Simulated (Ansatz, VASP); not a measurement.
## Be3I in VASP and in Ansatz

```xyz
4
Lattice="-1.9428 1.9428 4.3399 1.9428 -1.9428 4.3399 1.9428 1.9428 -4.3399" Properties=species:S:1:pos:R:3 pbc="T T T"
Be    0.0000    0.0000    4.3399
Be    1.9428    0.0000    2.1699
Be    0.0000    1.9428    2.1699
I     0.0000    0.0000    0.0000
```

Alike in both runs: task single point; functional PBE; k mesh 6 × 6 × 6; occupations gaussian, width 0.1 eV; no spin polarisation.

|  | VASP | Ansatz |
| --- | --- | --- |
| version | VASP 6.6.1 | Ansatz 0.2.0 |
| potentials or method | VASP PAW PBE potentials, release 64 (Be, I), cutoff 520 eV | scalar-relativistic, plane waves, PAW |
| valence electrons in the cell | 13 | 23 |

|  | VASP | Ansatz | Ansatz less VASP |
| --- | --- | --- | --- |
| gap on the k mesh at the Fermi level (eV) | none | none | - |
| pressure (GPa) | -4.2 | -4.2 | +0.02 |
| traceless stress, the component that is largest in VASP (GPa) | 0.89 | 0.90 | +0.009 |

A gap of «none» marks a metal or a gap that the smearing closes. The functional is the same, so the differences come from potentials, cutoffs and numerics. VASP's potentials hold 13 valence electrons a cell and Ansatz's 23, so a difference there can come from the potentials and not from the codes.

The k mesh is coarse, so the values compare programs but aren't converged. Neither program's run includes spin-orbit coupling.
